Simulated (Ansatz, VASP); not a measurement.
## P in VASP and in Ansatz

File INCAR:

```
SYSTEM = P
PREC = Accurate
ENCUT = 520
EDIFF = 1E-6
ISMEAR = -1
SIGMA = 0.05
LREAL = .False.
LASPH = .True.
NELM = 60
ALGO = Normal
ISIF = 2
LWAVE = .False.
LCHARG = .True.
LELF = .True.
LVHAR = .True.
NBANDS = 18
```

Contents of KPOINTS:

```
regular mesh
0
Gamma
  8 8 6
  0 0 0
```

Contents of POSCAR:

```
P
1.0
    1.6586556482     -5.5012310827      0.0000000000
    1.6586556482      5.5012310827      0.0000000000
    0.0000000000      0.0000000000      4.5737267689
P
4
Direct
    0.9041431300      0.0958568700      0.5888151700
    0.0958568700      0.9041431300      0.4111848300
    0.5958568700      0.4041431300      0.0888151700
    0.4041431300      0.5958568700      0.9111848300
```

Contents of input.yaml:

```yaml
crystal:
  lattice:
    - [1.6586556482, -5.5012310827, 0.0]
    - [1.6586556482, 5.5012310827, 0.0]
    - [0.0, 0.0, 4.5737267689]
  atoms:
    - { symbol: P, position: [0.90414313, 0.09585687, 0.58881517] }
    - { symbol: P, position: [0.09585687, 0.90414313, 0.41118483] }
    - { symbol: P, position: [0.59585687, 0.40414313, 0.08881517] }
    - { symbol: P, position: [0.40414313, 0.59585687, 0.91118483] }
kpoints:
  mp_grid: { grid: [8, 8, 6] }
scf:
  occupations: { method: fermi_dirac, width: 0.05 }
hamiltonian:
  xc: lda
  pseudopotentials: { kind: all_electron, lapw: { basis_error: 0.002 } }
output:
  forces: true
  stress: true
  eigenvalues: true
```

Change from the starting cell: volume scaled by 1.02.

Alike in both runs: task single point; functional LDA; k mesh 8 × 8 × 6; occupations fermi-dirac, width 0.05 eV; no spin polarisation.

```csv
,VASP,Ansatz
version,VASP 6.6.1,Ansatz 0.2.0
potentials or method,"VASP PAW LDA potentials, release 64 (P), cutoff 520 eV","all-electron LAPW, scalar-relativistic"
```

VASP gave:

```
gap on the k mesh at the Fermi level (eV)                     : 0.02
least direct gap on the mesh (eV)                             : 0.02
pressure (GPa)                                                : -3.7
traceless stress, the component that is largest in VASP (GPa) : -0.95
rms of the force components (eV/Å)                            : 0.059
```

Problem. What did Ansatz give for the same quantities?

Solution. gap on the k mesh at the Fermi level (eV): 0.01; least direct gap on the mesh (eV): 0.01; pressure (GPa): -3.4; traceless stress, the component that is largest in VASP (GPa): -0.93; rms of the force components (eV/Å): 0.060.

LDA's correlation is that of Perdew and Zunger in VASP and of Perdew and Wang (1992) in Ansatz. Atom by atom the forces differ by 0.024 eV/Å (rms over components). Ansatz ran all-electron here, and VASP with PAW potentials.
